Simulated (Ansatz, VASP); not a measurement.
One calculation of Ti, two programs

```xyz
2
Lattice="2.9405 0.0000 0.0000 -1.4703 2.5466 0.0000 0.0000 0.0000 4.6640" Properties=species:S:1:pos:R:3 pbc="T T T"
Ti    0.0000    1.6977    1.1660
Ti    1.4703    0.8489    3.4980
```

Alike in both runs: functional PBE; k mesh 18 × 18 × 10; occupations fermi-dirac, width 0.15 eV; no spin polarisation.

Ansatz relaxed the structure, and its values are those at the end. VASP's run is a single point on that final structure, the one shown.

|  | VASP | Ansatz |
| --- | --- | --- |
| version | VASP 6.6.1 | Ansatz 0.2.0 |
| potentials or method | VASP PAW PBE potentials, release 64 (Ti_sv), cutoff 520 eV | scalar-relativistic, plane waves, PAW |
| valence electrons in the cell | 24 | 24 |

Ansatz gave:

- gap on the k mesh at the Fermi level (eV): none
- pressure (GPa): 0.0

Question: Estimate VASP's values.

Answer: gap on the k mesh at the Fermi level (eV): none; pressure (GPa): -0.5.

A gap of «none» marks a metal or a gap that the smearing closes.
